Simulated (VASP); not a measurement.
# Nd2Y2Cl (P-3m1) in VASP: further runs, part 2 of 2

VASP 6.6.1. Earlier steps stand in the parts before.

## 4. Single point, PBE

This run uses another cell than the first one, of 30.00 Å³/atom.

Input file INCAR:

```
PREC = Accurate
ENCUT = 500
EDIFF = 1E-6
ISMEAR = 0
SIGMA = 0.1
LREAL = F
LASPH = T
NELM = 200
ALGO = Normal
ISIF = 2
LWAVE = F
LCHARG = F
GGA = PE
NBANDS = 34
GGA_COMPAT = F
LMAXMIX = 6
```

Input file KPOINTS:

```
Automatic mesh
0
Gamma
  6 6 2
```

Input file POSCAR:

```
Nd2Y2Cl
1.0
    3.9026631619      0.0000000000      0.0000000000
   -1.9513315810      3.3798054406      0.0000000000
    0.0000000000      0.0000000000     11.3704733045
Nd Y Cl
2 2 1
Direct
    0.3333333333      0.6666666667      0.8394395930
    0.6666666667      0.3333333333      0.1605604070
    0.3333333333      0.6666666667      0.3891867909
    0.6666666667      0.3333333333      0.6108132091
    0.0000000000      0.0000000000      0.0000000000
```

Potentials or basis: VASP PAW PBE potentials, release 64 (Nd_3, Y_sv, Cl), 4f in core.

Started as:

```
$ cat potpaw_PBE.64/Nd_3/POTCAR potpaw_PBE.64/Y_sv/POTCAR potpaw_PBE.64/Cl/POTCAR > POTCAR
$ mpirun -np 1 vasp_std > vasp.out
```

OUTCAR:

```text
PREC = Accurate
   ENCUT = 500
   EDIFF = 1E-6
   ISMEAR = 0
   LREAL = F
   LASPH = T
   NELM = 200
   ISIF = 2
   GGA = PE

 ion  position               nearest neighbor table
   1  0.333  0.667  0.839-   5 2.90   5 2.90   5 2.90   4 3.44   4 3.44   4 3.44
   2  0.667  0.333  0.161-   5 2.90   5 2.90   5 2.90   3 3.44   3 3.44   3 3.44
   3  0.333  0.667  0.389-   4 3.38   4 3.38   4 3.38   2 3.44   2 3.44   2 3.44
   4  0.667  0.333  0.611-   3 3.38   3 3.38   3 3.38   1 3.44   1 3.44   1 3.44
   5  0.000  0.000  0.000-   1 2.90   2 2.90   2 2.90   1 2.90   2 2.90   1 2.90

  LATTYP: Found a hexagonal cell.
 ALAT       =     3.9026631619
 C/A-ratio  =     2.9135164458

  Lattice vectors:

 A1 = (   3.9026631619,   0.0000000000,   0.0000000000)
 A2 = (  -1.9513315810,   3.3798054406,   0.0000000000)
 A3 = (   0.0000000000,   0.0000000000,  11.3704733045)

Analysis of symmetry for initial positions (statically):
=====================================================================
 Subroutine PRICEL returns:
 Original cell was already a primitive cell.

 Routine SETGRP: Setting up the symmetry group for a
 hexagonal supercell.

 Subroutine GETGRP returns: Found 12 space group operations
 (whereof 12 operations were pure point group operations)
 out of a pool of 24 trial point group operations.

The static configuration has the point symmetry D_3d.

Analysis of symmetry for dynamics (positions and initial velocities):
=====================================================================
 Subroutine PRICEL returns:
 Original cell was already a primitive cell.

 Routine SETGRP: Setting up the symmetry group for a
 hexagonal supercell.

 Subroutine GETGRP returns: Found 12 space group operations
 (whereof 12 operations were pure point group operations)
 out of a pool of 24 trial point group operations.

The dynamic configuration has the point symmetry D_3d.

 Subroutine INISYM returns: Found 12 space group operations
 (whereof 12 operations are pure point group operations),
 and found     1 'primitive' translations

----------------------------------------------------------------------------------------

                                     Primitive cell

  volume of cell :     149.9793

  direct lattice vectors                    reciprocal lattice vectors
     3.902663162  0.000000000  0.000000000     0.256235283  0.147937510  0.000000000
    -1.951331581  3.379805441  0.000000000     0.000000000  0.295875019  0.000000000
     0.000000000  0.000000000 11.370473305     0.000000000  0.000000000  0.087947087

  length of vectors
     3.902663162  3.902663162 11.370473305     0.295875019  0.295875019  0.087947087

  position of ions in fractional coordinates (direct lattice)
     0.333333333  0.666666667  0.839439593
     0.666666667  0.333333333  0.160560407
     0.333333333  0.666666667  0.389186791
     0.666666667  0.333333333  0.610813209
     0.000000000  0.000000000  0.000000000

  ion indices of the primitive-cell ions
   primitive index   ion index
                 1           1
                 2           2
                 3           3
                 4           4
[... 30 lines left out ...]
  0.000000  0.000000  0.000000      1.000000
  0.166667 -0.000000  0.000000      6.000000
  0.333333  0.000000  0.000000      6.000000
  0.500000 -0.000000  0.000000      3.000000
  0.166667  0.166667  0.000000      6.000000
  0.333333  0.166667  0.000000     12.000000
  0.333333  0.333333  0.000000      2.000000
  0.000000  0.000000  0.500000      1.000000
  0.166667 -0.000000  0.500000      6.000000
  0.333333  0.000000  0.500000      6.000000
  0.500000 -0.000000  0.500000      3.000000
  0.166667  0.166667  0.500000      6.000000
  0.333333  0.166667  0.500000     12.000000
  0.333333  0.333333  0.500000      2.000000
   k-points           NKPTS =     14   k-points in BZ     NKDIM =     14   number of bands    NBANDS=     34
   number of dos      NEDOS =    301   number of ions     NIONS =      5
   total plane-waves  NPLWV =  65856
   dimension x,y,z NGX =    28 NGY =   28 NGZ =   84
   dimension x,y,z NGXF=    56 NGYF=   56 NGZF=  168
   ions per type =               2   2   1
   NGX,Y,Z   is equivalent  to a cutoff of  11.93, 11.93, 12.28 a.u.
   NGXF,Y,Z  is equivalent  to a cutoff of  23.85, 23.85, 24.56 a.u.
 SYSTEM =  unknown system
   PREC   = accura    normal or accurate (medium, high low for compatibility)
   ISTART =      0    job   : 0-new  1-cont  2-samecut
   ICHARG =      2    charge: 1-file 2-atom 10-const
   ISPIN  =      1    spin polarized calculation?
   LNONCOLLINEAR =      F non collinear calculations
   LSORBIT =      F    spin-orbit coupling
   LASPH  =      T    aspherical Exc in radial PAW
   ENCUT  =  500.0 eV  36.75 Ry    6.06 a.u.   7.12  7.12 20.73*2*pi/ulx,y,z
   NELM   =    200;   NELMIN=  2; NELMDL= -5     # of ELM steps
   EDIFF  = 0.1E-05   stopping-criterion for ELM
   LREAL  =      F    real-space projection
   EDIFFG = 0.1E-04   stopping-criterion for IOM
   NSW    =      0    number of steps for IOM
   IBRION =     -1    ionic relax: 0-MD 1-quasi-New 2-CG
   NFREE  =      0    steps in history (QN), initial steepest desc. (CG)
   ISIF   =      2    stress and relaxation
   ISYM   =      2    0-nonsym 1-usesym 2-fastsym
   POTIM  = 0.5000    time-step for ionic-motion
   TEBEG  =    0.0;   TEEND  =   0.0 temperature during run
   PSTRESS=    0.0 pullay stress
   NELECT =      51.0000    total number of electrons
   NUPDOWN=      -1.0000    fix difference up-down
   EMIN   =  10.00;   EMAX   =-10.00  energy-range for DOS
   EFERMI =   0.00;   METHOD = LEGACY
   ISMEAR =     0;   SIGMA  =   0.10  broadening in eV -4-tet -1-fermi 0-gaus
   EFERMI_NEDOS =   21; number of points for ismear=-14 and -15
   IALGO  =     38    algorithm
   IMIX   =      4    mixing-type and parameters
     AMIX     =   0.40;   BMIX     =  1.00
     AMIX_MAG =   1.60;   BMIX_MAG =  1.00
  volume/ion in A,a.u.               =      30.00       202.42
  Fermi-wavevector in a.u.,A,eV,Ry     =   1.142671  2.159335 17.765079  1.305696
  Thomas-Fermi vector in A             =   2.279368
   LORBIT       =      0    0 simple, 1 ext, 2 COOP (PROOUT), +10 PAW based schemes
   GGA     = PE    functional components
   LHFCALC =     F    Hartree Fock is set to
   AEXX    =    0.0000 exact exchange contribution
   IVDW    =     0    specifies the selected vdW correction
   LEPSILON=     F    determine dielectric tensor
   LRPA    =     F    only Hartree local field effects (RPA)
 non-spin polarized calculation
 Gauss-broadening in eV      SIGMA  =   0.10
  energy-cutoff  :      500.00
  volume of cell :      149.98
 maximum number of plane-waves:      3849
   NGX = 15   NGY = 15   NGZ = 41

 number of electron      51.0000003 magnetization

 Free energy of the ion-electron system (eV)
  ---------------------------------------------------
  ext. energy  EPLUGINS =         0.00000000
  ---------------------------------------------------
  free energy    TOTEN  =       -26.41436633 eV

  energy without entropy =      -26.37502150  energy(sigma->0) =      -26.39469391

 E-fermi :   4.0107     XC(G=0):  -9.7002

 val. band max:        4.0090732391   @ k =   0.1667   0.1667   0.5000
 cond. band min:       4.0319342749   @ k =   0.3333   0.1667   0.0000
 fundamental gap:      0.0228610358
 Fermi energy:         4.0106759979

 k-point     1 :       0.0000    0.0000    0.0000
  band No.  band energies     occupation
      1     -38.6427      2.00000
      2     -38.5769      2.00000
      3     -34.2554      2.00000
      4     -34.2427      2.00000
      5     -18.8675      2.00000
      6     -18.5373      2.00000
[... 507 lines left out ...]
     33       6.8483      0.00000
     34       7.1444      0.00000

------------------------ aborting loop because EDIFF is reached ----------------------------------------

  FORCE on cell =-STRESS in cart. coord.  units (eV):
  Direction    XX          YY          ZZ          XY          YZ          ZX
  --------------------------------------------------------------------------------------
  -------------------------------------------------------------------------------------
  Total        0.0324551      0.0324551      5.3455661     -0.0000000      0.0000000      0.0000000
  in kB        0.3467070      0.3467070     57.1048472     -0.0000000      0.0000000      0.0000000
  external PRESSURE =      19.2660871 kB  Pullay stress =       0.0000000 kB

 VOLUME and BASIS-vectors are now :
 -----------------------------------------------------------------------------
  energy-cutoff  :      500.00
  volume of cell :      149.98
      direct lattice vectors                 reciprocal lattice vectors
     3.902663162  0.000000000  0.000000000     0.256235283  0.147937510  0.000000000
    -1.951331581  3.379805441  0.000000000     0.000000000  0.295875019  0.000000000
     0.000000000  0.000000000 11.370473305     0.000000000  0.000000000  0.087947087

 POSITION                                       TOTAL-FORCE (eV/Angst)
 -----------------------------------------------------------------------------------
     -0.00000      2.25320      9.54483        -0.000000     -0.000000     -0.100856
      1.95133      1.12660      1.82565        -0.000000      0.000000      0.100856
     -0.00000      2.25320      4.42524        -0.000000      0.000000      0.124742
      1.95133      1.12660      6.94524         0.000000      0.000000     -0.124742
      0.00000      0.00000      0.00000         0.000000      0.000000      0.000000
 -----------------------------------------------------------------------------------
    total drift:                                0.000000     -0.000000     -0.000000

  FREE ENERGIE OF THE ION-ELECTRON SYSTEM (eV)
  ---------------------------------------------------
  free  energy   TOTEN  =       -26.4143663279 eV

  energy  without entropy=      -26.3750214982  energy(sigma->0) =      -26.39469391
```

It took 38 s on 1 thread of Intel Xeon 6975P-C (Granite Rapids), shared host; peak memory 0.28 GiB.

Results:

- Free energy: -26.4144 eV
- Pressure: 1.9 GPa
- Largest force: 0.125 eV/Å
- Band gap on the k mesh: zero (an odd number of electrons rules out a gap without spin polarisation)

Forces in eV/Å, atoms in the order of the input:
```
Nd   0.000  0.000 -0.101
Nd   0.000  0.000  0.101
Y    0.000  0.000  0.125
Y    0.000  0.000 -0.125
Cl   0.000  0.000  0.000
```

Levels at points of the mesh, in eV from the Fermi level:
| k point | band 22 | band 23 | band 24 | band 25 | band 26 | band 27 | band 28 | band 29 |
| --- | --- | --- | --- | --- | --- | --- | --- | --- |
| (0.00, 0.00, 0.00) | -2.15 | -1.63 | -0.86 | 0.31 | 0.58 | 0.58 | 1.17 | 1.17 |
| (0.50, 0.00, 0.00) | -1.59 | -1.22 | -0.45 | -0.38 | 0.10 | 0.23 | 0.57 | 1.15 |
| (0.00, 0.00, 0.50) | -2.56 | -1.57 | -0.64 | 0.51 | 0.74 | 0.74 | 0.88 | 0.88 |
| (0.50, 0.00, 0.50) | -1.43 | -1.23 | -0.74 | -0.27 | -0.13 | 0.41 | 0.93 | 1.03 |

Caveat: spin-orbit coupling is left out, which moves the levels of the heavy elements; the 4f electrons are frozen in the core, so they carry no moment and show no levels; an odd number of electrons without spin polarisation forces a metal; a magnetic or distorted state may lie lower; the run has no spin polarisation, though such a crystal can be magnetic. With open d or f shells a metallic result of PBE can be an artefact of self-interaction; +U or a hybrid may open a gap.

## 5. Single point, PBE

This run uses another cell than the first one, of 31.07 Å³/atom.

Input file INCAR:

```
SYSTEM = Nd2Y2Cl
ALGO     = Normal         ! electronic algorithm
EDIFF    = 1E-6           ! SCF threshold, eV
ENCUT    = 500            ! plane-wave cutoff, eV
GGA      = PE             ! functional
GGA_COMPAT= .False.      
ISIF     = 2              ! what is computed and relaxed
ISMEAR   = 0              ! smearing method
LASPH    = .True.         ! aspherical terms in the spheres
LCHARG   = .False.        ! write CHGCAR
LMAXMIX  = 6              ! l up to which the mixer works
LREAL    = .False.        ! projectors in reciprocal space
LWAVE    = .False.        ! write WAVECAR
NBANDS   = 34             ! bands
NELM     = 200            ! most SCF steps
PREC     = Accurate       ! precision mode
SIGMA    = 0.1            ! smearing width, eV
```

Input file KPOINTS:

```
k-points
0
Gamma
  6 6 2
  0 0 0
```

Input file POSCAR:

```
Nd2Y2Cl
1.0
    3.7376160192      0.0000000000      0.0000000000
   -1.8688080096      3.2368704222      0.0000000000
    0.0000000000      0.0000000000     12.8400682569
Nd Y Cl
2 2 1
Direct
    0.3333333333      0.6666666667      0.3274882755
    0.6666666667      0.3333333333      0.6725117245
    0.3333333333      0.6666666667      0.8902815608
    0.6666666667      0.3333333333      0.1097184392
    0.0000000000      0.0000000000      0.5000000000
```

Started as:

```
$ cat potpaw_PBE.64/Nd_3/POTCAR potpaw_PBE.64/Y_sv/POTCAR potpaw_PBE.64/Cl/POTCAR > POTCAR
$ mpirun -np 1 vasp_std > vasp.out
```

Run time: 45 s. Hardware: 1 thread of Intel Xeon 6975P-C (Granite Rapids), shared host; peak memory 0.3 GiB.

Results (log left out):

```
Free energy            : -26.8412 eV
Pressure               : 0.2 GPa
Largest force          : 0.083 eV/Å
Band gap on the k mesh : zero (an odd number of electrons rules out a gap without spin polarisation)
```

Forces in eV/Å, atoms in the order of the input:
```
Nd   0.000  0.000  0.029
Nd   0.000  0.000 -0.029
Y    0.000  0.000  0.083
Y    0.000  0.000 -0.083
Cl   0.000  0.000  0.000
```

Stress tensor (GPa, compression positive):
```
-0.09  0.00  0.00
 0.00 -0.09  0.00
 0.00  0.00  0.71
```

Levels at points of the mesh, in eV from the Fermi level:
```csv
k point,band 22,band 23,band 24,band 25,band 26,band 27,band 28,band 29
"(0.00, 0.00, 0.00)",-2.58,-2.17,-1.41,0.47,1.05,1.05,1.26,1.48
"(0.50, 0.00, 0.00)",-1.63,-1.35,-0.93,-0.56,-0.12,-0.02,0.67,1.36
"(0.00, 0.00, 0.50)",-2.97,-1.88,-1.41,0.75,0.87,1.13,1.13,1.37
"(0.50, 0.00, 0.50)",-1.51,-1.30,-1.14,-0.29,-0.24,0.03,0.72,1.22
```

Caveat: spin-orbit coupling is left out, which moves the levels of the heavy elements; the 4f electrons are frozen in the core, so they carry no moment and show no levels; an odd number of electrons without spin polarisation forces a metal; a magnetic or distorted state may lie lower; the run has no spin polarisation, though such a crystal can be magnetic. With open d or f shells a metallic result of PBE can be an artefact of self-interaction; +U or a hybrid may open a gap.

## 6. Single point, PBE

This run uses another cell than the first one, of 31.20 Å³/atom.

Input file INCAR:

```
SYSTEM = Nd2Y2Cl
  ALGO = Normal
  EDIFF = 1E-6
  ENCUT = 500
  GGA = PE
  GGA_COMPAT = .False.
  ISIF = 2
  ISMEAR = 0
  LASPH = .True.
  LCHARG = .False.
  LMAXMIX = 6
  LREAL = .False.
  LWAVE = .False.
  NBANDS = 34
  NELM = 200
  PREC = Accurate
  SIGMA = 0.1
```

KPOINTS is that of step 5.

Input file POSCAR:

```
Nd2Y2Cl
1.0
    3.7246458512      0.0000000000      0.0000000000
   -1.8623229256      3.2256379272      0.0000000000
    0.0000000000      0.0000000000     12.9835326595
Nd Y Cl
2 2 1
Direct
    0.3333333333      0.6666666667      0.8269223756
    0.6666666667      0.3333333333      0.1730776244
    0.3333333333      0.6666666667      0.3910479627
    0.6666666667      0.3333333333      0.6089520373
    0.0000000000      0.0000000000      0.0000000000
```

Potentials or basis: VASP PAW PBE potentials, release 64 (Nd_3, Y_sv, Cl), 4f in core.

Started as:

```
$ cat potpaw_PBE.64/Nd_3/POTCAR potpaw_PBE.64/Y_sv/POTCAR potpaw_PBE.64/Cl/POTCAR > POTCAR
$ mpirun -np 1 vasp_std > vasp.out
```

Wall time 47 s (1 thread of Intel Xeon 6975P-C (Granite Rapids), shared host); peak memory 0.29 GiB.

It converged, with:

* Free energy: -26.8466 eV
* Pressure: 0.0 GPa
* Largest force: 0.020 eV/Å
* Band gap on the k mesh: zero (an odd number of electrons rules out a gap without spin polarisation)

Forces on the atoms (eV/Å):
```
Nd   0.000  0.000  0.019
Nd   0.000  0.000 -0.019
Y    0.000  0.000  0.020
Y    0.000  0.000 -0.020
Cl   0.000  0.000  0.000
```

Stress tensor (GPa, compression positive):
```
-0.05  0.00  0.00
 0.00 -0.05  0.00
 0.00  0.00  0.05
```

Levels at points of the mesh, in eV from the Fermi level:
```csv
k point,band 22,band 23,band 24,band 25,band 26,band 27,band 28,band 29
"(0.00, 0.00, 0.00)",-2.61,-2.20,-1.44,0.46,1.09,1.09,1.17,1.50
"(0.50, 0.00, 0.00)",-1.63,-1.36,-0.96,-0.58,-0.13,-0.04,0.67,1.31
"(0.00, 0.00, 0.50)",-3.00,-1.90,-1.46,0.75,0.81,1.17,1.17,1.39
"(0.50, 0.00, 0.50)",-1.52,-1.31,-1.16,-0.31,-0.25,0.00,0.70,1.18
```

Caveat: spin-orbit coupling is left out, which moves the levels of the heavy elements; the 4f electrons are frozen in the core, so they carry no moment and show no levels; an odd number of electrons without spin polarisation forces a metal; a magnetic or distorted state may lie lower; the run has no spin polarisation, though such a crystal can be magnetic. Spin polarisation is off, so any magnetic state and its effect on volume and gap are missing.

## 7. Summary

| cell | k mesh | smearing | gap on the mesh (eV) | pressure (GPa) | largest force (eV/Å) |
| --- | --- | --- | --- | --- | --- |
| a = 3.749, b = 3.749, c = 13.169 Å, angles 90.0, 90.0, 120.0°, 5 atoms, atomic positions A | 12 × 12 × 4 | gaussian 0.1 eV | none | -1.0 | 0.03 |
| a = 3.738, b = 3.738, c = 12.840 Å, angles 90.0, 90.0, 120.0°, 5 atoms, atomic positions A | 5 × 5 × 2 | gaussian 0.2 eV | none | 0.3 | 0.08 |
| a = 3.903, b = 3.903, c = 11.370 Å, angles 90.0, 90.0, 120.0°, 5 atoms, atomic positions B | 6 × 6 × 2 | gaussian 0.1 eV | none | 1.9 | 0.12 |
| a = 3.738, b = 3.738, c = 12.840 Å, angles 90.0, 90.0, 120.0°, 5 atoms, atomic positions A | 6 × 6 × 2 | gaussian 0.1 eV | none | 0.2 | 0.08 |
| a = 3.725, b = 3.725, c = 12.984 Å, angles 90.0, 90.0, 120.0°, 5 atoms, atomic positions A | 6 × 6 × 2 | gaussian 0.1 eV | none | 0.0 | 0.02 |

Alike in all rows: task single point; level PBE; potentials or basis VASP PAW PBE potentials, release 64 (Nd_3, Y_sv, Cl), 4f in core; no spin polarisation; cutoff (eV) 500.

Caveats: some runs use coarse meshes; spin-orbit coupling is left out, which moves the levels of the heavy elements; the 4f electrons are frozen in the core, so they carry no moment and show no levels; an odd number of electrons without spin polarisation forces a metal; a magnetic or distorted state may lie lower; the run has no spin polarisation, though such a crystal can be magnetic.

Total energies depend on the potentials used, so only differences within one code and one set of settings carry meaning.
